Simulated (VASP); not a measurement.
# SnO (P1) in VASP: single point with r2SCAN

Aim: the single point of SnO with r2SCAN.

Program: VASP 6.6.1. These are calculated values, not measurements. Logs are shortened: lines on timing, memory, paths and dates and some standing lists are left out, and cuts for length are marked.

### Step 1. The cell of the first run

The typed cell holds 4 atoms: a = 3.372 Å, b = 5.666 Å, c = 4.172 Å, α = 93.80°, β = 88.53°, γ = 88.33°.

### Step 2. Single point, r2SCAN (atoms moved at random and the cell strained at random)

Contents of POSCAR:

```
SnO
1.0
    3.3718188519      0.0498377065      0.0436296781
    0.0842873050      5.6622840836     -0.1872316662
    0.0549039993     -0.1393147672      4.1691903401
Sn O
2 2
Direct
    0.0041335264      0.2379736670      0.5105599055
    0.5074742532      0.7557166910      0.0257096885
   -0.0018497507      0.8966100565      0.7342035245
    0.4902419711      0.1096995854      0.2295288815
```

Contents of INCAR.step1:

```
SYSTEM = SnO
ALGO = Normal
EDIFF = 1E-4
ENCUT = 520
GGA = PE
ISMEAR = 0
LASPH = .TRUE.
LCHARG = .FALSE.
LREAL = .FALSE.
LWAVE = .TRUE.
NBANDS = 28
NELM = 60
PREC = Accurate
SIGMA = 0.05
```

Contents of INCAR.step2:

```
SYSTEM = SnO
ALGO = Normal
EDIFF = 1E-6
ENCUT = 520
ISIF = 2
ISMEAR = 0
ISTART = 1
LASPH = .TRUE.
LCHARG = .TRUE.
LELF = .TRUE.
LMIXTAU = .TRUE.
LREAL = .FALSE.
LVHAR = .TRUE.
LWAVE = .FALSE.
METAGGA = R2SCAN
NBANDS = 28
NELM = 60
PREC = Accurate
SIGMA = 0.05
```

Contents of KPOINTS:

```
k-points
0
G
  8 6 6
  0 0 0
```

Potentials or basis: VASP PAW PBE potentials, release 64 (Sn_d, O).

Command:

```console
cat potpaw_PBE.64/Sn_d/POTCAR potpaw_PBE.64/O/POTCAR > POTCAR
cp INCAR.step1 INCAR
mpirun -np 1 vasp_std > vasp.out
cp INCAR.step2 INCAR
mpirun -np 1 vasp_std > vasp.out
```

OUTCAR:

```text
SYSTEM = SnO
   EDIFF = 1E-6
   ENCUT = 520
   ISIF = 2
   ISMEAR = 0
   ISTART = 1
   LASPH = .TRUE.
   LREAL = .FALSE.
   METAGGA = R2SCAN
   NELM = 60
   PREC = Accurate

 ion  position               nearest neighbor table
   1  0.004  0.238  0.511-   4 2.08   3 2.20   4 2.23   2 3.64   2 3.75
   2  0.507  0.756  0.026-   4 2.12   3 2.23   3 2.29   1 3.64   1 3.75
   3  0.998  0.897  0.734-   1 2.20   2 2.23   2 2.29
   4  0.490  0.110  0.230-   1 2.08   2 2.12   1 2.23

  LATTYP: Found a triclinic cell.
 ALAT       =     4.1718786111
 B/A-ratio  =     2.4908200604
 C/A-ratio  =     0.8083814737
 COS(alpha) =     0.0046209408
 COS(beta)  =     0.0255931485
 COS(gamma) =     0.8390442963

  Lattice vectors:

 A1 = (   0.0549039993,  -0.1393147672,   4.1691903401)
 A2 = (   0.0255206936,  -5.9409136180,   8.5256123464)
 A3 = (   3.3718188519,   0.0498377065,   0.0436296781)

Analysis of symmetry for initial positions (statically):
=====================================================================
 Subroutine PRICEL returns:
 Original cell was already a primitive cell.

 Routine SETGRP: Setting up the symmetry group for a
 triclinic supercell.

 Subroutine GETGRP returns: Found  1 space group operations
 (whereof  1 operations were pure point group operations)
 out of a pool of  2 trial point group operations.

The static configuration has the point symmetry C_1 .

Analysis of symmetry for dynamics (positions and initial velocities):
=====================================================================
 Subroutine PRICEL returns:
 Original cell was already a primitive cell.

 Routine SETGRP: Setting up the symmetry group for a
 triclinic supercell.

 Subroutine GETGRP returns: Found  1 space group operations
 (whereof  1 operations were pure point group operations)
 out of a pool of  2 trial point group operations.

The dynamic configuration has the point symmetry C_1 .

 Subroutine INISYM returns: Found  1 space group operations
 (whereof  1 operations are pure point group operations),
 and found     1 'primitive' translations

[... 92 lines left out ...]
   ISPIN  =      1    spin polarized calculation?
   LNONCOLLINEAR =      F non collinear calculations
   LSORBIT =      F    spin-orbit coupling
   LASPH  =      T    aspherical Exc in radial PAW
   ENCUT  =  520.0 eV  38.22 Ry    6.18 a.u.   6.27 10.54  7.76*2*pi/ulx,y,z
   NELM   =     60;   NELMIN=  2; NELMDL=  0     # of ELM steps
   EDIFF  = 0.1E-05   stopping-criterion for ELM
   LREAL  =      F    real-space projection
   EDIFFG = 0.1E-04   stopping-criterion for IOM
   NSW    =      0    number of steps for IOM
   IBRION =     -1    ionic relax: 0-MD 1-quasi-New 2-CG
   NFREE  =      0    steps in history (QN), initial steepest desc. (CG)
   ISIF   =      2    stress and relaxation
   ISYM   =      2    0-nonsym 1-usesym 2-fastsym
   POTIM  = 0.5000    time-step for ionic-motion
   TEBEG  =    0.0;   TEEND  =   0.0 temperature during run
   PSTRESS=    0.0 pullay stress
   NELECT =      40.0000    total number of electrons
   NUPDOWN=      -1.0000    fix difference up-down
   EMIN   =  10.00;   EMAX   =-10.00  energy-range for DOS
   EFERMI =   0.00;   METHOD = LEGACY
   ISMEAR =     0;   SIGMA  =   0.05  broadening in eV -4-tet -1-fermi 0-gaus
   EFERMI_NEDOS =   21; number of points for ismear=-14 and -15
   IALGO  =     38    algorithm
   IMIX   =      4    mixing-type and parameters
     AMIX     =   0.40;   BMIX     =  1.00
     AMIX_MAG =   1.60;   BMIX_MAG =  1.00
  volume/ion in A,a.u.               =      19.87       134.09
  Fermi-wavevector in a.u.,A,eV,Ry     =   1.302199  2.460800 23.071713  1.695723
  Thomas-Fermi vector in A             =   2.433283
   LORBIT       =      0    0 simple, 1 ext, 2 COOP (PROOUT), +10 PAW based schemes
   METAGGA = R2SCAN    functional components
   LHFCALC =     F    Hartree Fock is set to
   AEXX    =    0.0000 exact exchange contribution
   IVDW    =     0    specifies the selected vdW correction
   LEPSILON=     F    determine dielectric tensor
   LRPA    =     F    only Hartree local field effects (RPA)
 non-spin polarized calculation
 Gauss-broadening in eV      SIGMA  =   0.05
  energy-cutoff  :      520.00
  volume of cell :       79.48
 maximum number of plane-waves:      2154
 NGX is ok and might be reduce to    28
   NGX = 13   NGY = 21   NGZ = 15

 number of electron      40.0000007 magnetization

 Free energy of the ion-electron system (eV)
  ---------------------------------------------------
  ext. energy  EPLUGINS =         0.00000000
  ---------------------------------------------------
  free energy    TOTEN  =       -66.30784971 eV

  energy without entropy =      -66.30784971  energy(sigma->0) =      -66.30784971

 E-fermi :   5.0320     XC(G=0): -10.2382

 val. band max:        4.7312448350   @ k =   0.0000   0.0000   0.0000
 cond. band min:       6.1756660029   @ k =   0.3750   0.5000  -0.0000
 fundamental gap:      1.4444211678
 Fermi energy:         5.0320179161

 k-point     1 :       0.0000    0.0000    0.0000
  band No.  band energies     occupation
      1     -17.2086      2.00000
      2     -16.8414      2.00000
      3     -16.7547      2.00000
      4     -16.7415      2.00000
      5     -16.7065      2.00000
      6     -16.6506      2.00000
[... 733 lines left out ...]
     27      14.4130      0.00000
     28      15.6256      0.00000

 [... further k-points ...]

------------------------ aborting loop because EDIFF is reached ----------------------------------------

  FORCE on cell =-STRESS in cart. coord.  units (eV):
  Direction    XX          YY          ZZ          XY          YZ          ZX
  --------------------------------------------------------------------------------------
  -------------------------------------------------------------------------------------
  Total       -2.4744799     -2.4506726     -2.1308416     -0.5473155      2.4657735     -0.8703378
  in kB      -49.8818328    -49.4019139    -42.9545971    -11.0330663     49.7063256    -17.5447154
  external PRESSURE =     -47.4127812 kB  Pullay stress =       0.0000000 kB

 VOLUME and BASIS-vectors are now :
 -----------------------------------------------------------------------------
  energy-cutoff  :      520.00
  volume of cell :       79.48
      direct lattice vectors                 reciprocal lattice vectors
     3.371818852  0.049837707  0.043629678     0.296695625 -0.004550760 -0.004059245
     0.084287305  5.662284084 -0.187231666    -0.002690790  0.176843801  0.005944725
     0.054903999 -0.139314767  4.169190340    -0.003225695  0.007989395  0.240164172

 POSITION                                       TOTAL-FORCE (eV/Angst)
 -----------------------------------------------------------------------------------
      0.06203      1.27655      2.08425        -0.544693     -0.952103      0.417602
      1.77622      4.30079     -0.01216        -0.045591      1.412483     -1.207858
      3.48147      5.02432      2.93671         0.143688     -0.333266      0.423764
      1.67486      0.61361      0.95780         0.446596     -0.127113      0.366492
 -----------------------------------------------------------------------------------
    total drift:                               -0.000194     -0.000763     -0.000169

  FREE ENERGIE OF THE ION-ELECTRON SYSTEM (eV)
  ---------------------------------------------------
  free  energy   TOTEN  =       -66.3078497081 eV

  energy  without entropy=      -66.3078497081  energy(sigma->0) =      -66.30784971
```

OSZICAR.step1:

```text
N       E                     dE             d eps       ncg     rms          rms(c)
DAV:   1     0.435331601842E+03    0.43533E+03   -0.20276E+04  8536   0.210E+03
DAV:   2     0.427877218844E+02   -0.39254E+03   -0.37688E+03  8628   0.542E+02
DAV:   3    -0.229842548043E+02   -0.65772E+02   -0.64627E+02  9388   0.187E+02
DAV:   4    -0.262919819590E+02   -0.33077E+01   -0.32910E+01  9568   0.454E+01
DAV:   5    -0.263735338977E+02   -0.81552E-01   -0.81537E-01  9168   0.772E+00    0.120E+01
DAV:   6    -0.223850967611E+02    0.39884E+01   -0.19414E+01 13372   0.502E+01    0.562E+00
DAV:   7    -0.222815787111E+02    0.10352E+00   -0.26283E+00  9716   0.978E+00    0.260E+00
DAV:   8    -0.222529634116E+02    0.28615E-01   -0.31490E-01 10216   0.389E+00    0.922E-01
DAV:   9    -0.222439766303E+02    0.89868E-02   -0.39198E-02 11924   0.212E+00    0.261E-01
DAV:  10    -0.222447859437E+02   -0.80931E-03   -0.75048E-03  9000   0.572E-01    0.163E-01
DAV:  11    -0.222452244011E+02   -0.43846E-03   -0.11854E-03  8960   0.311E-01    0.662E-02
DAV:  12    -0.222451374574E+02    0.86944E-04   -0.28017E-04  6096   0.166E-01
   1 F= -.22245137E+02 E0= -.22245137E+02  d E =-.108921E-11
```

It took 6.9 min on 1 thread of Intel Xeon 6975P-C (Granite Rapids), shared host; peak memory 0.38 GiB.

Results:

- Free energy: -66.3078 eV
- Pressure: -4.7 GPa
- Largest force: 1.859 eV/Å
- Band gap on the k mesh: 1.44 eV (least direct gap 2.11 eV)

Forces on the atoms (eV/Å):
```
Sn  -0.545 -0.952  0.418
Sn  -0.046  1.412 -1.208
O    0.144 -0.333  0.424
O    0.447 -0.127  0.366
```

Stress tensor (GPa, compression positive):
```
-4.99 -1.10 -1.75
-1.10 -4.94  4.97
-1.75  4.97 -4.30
```

Levels at points of the mesh, in eV from the valence-band top:
```
           k point  band 16  band 17  band 18  band 19  band 20  band 21  band 22  band 23  band 24  band 25
(0.00, 0.00, 0.00)    -3.86    -3.40    -2.32    -1.94     0.00     2.94     3.68     6.24     6.49     7.98
(0.50, 0.00, 0.00)    -4.26    -2.88    -2.22    -1.55    -1.30     2.42     3.18     5.71     5.90     7.08
(0.00, 0.50, 0.00)    -3.81    -3.76    -2.34    -1.74    -1.31     3.84     4.12     5.20     5.76     7.03
(0.50, 0.50, 0.00)    -4.07    -2.93    -2.30    -1.26    -0.86     1.77     2.39     6.24     6.60     7.56
(0.00, 0.00, 0.50)    -3.49    -3.29    -2.60    -1.96    -1.46     3.00     3.11     5.58     6.04     7.92
(0.50, 0.00, 0.50)    -3.89    -3.34    -2.90    -1.41    -1.05     1.98     2.24     4.66     4.99     7.20
(0.00, 0.50, 0.50)    -3.09    -2.63    -2.58    -1.80    -1.41     2.09     2.27     6.38     6.76     7.82
(0.50, 0.50, 0.50)    -4.06    -3.67    -3.17    -0.75    -0.29     2.16     2.61     4.22     4.74     6.42
```

Caveat: the cell differs from its parent crystal (atoms moved at random and the cell strained at random); the cell stands under tension; the PAW data sets were made with another functional, which shifts forces and pressure a little; spin-orbit coupling is left out, which moves the levels of the heavy elements. A k mesh can miss the band edges.
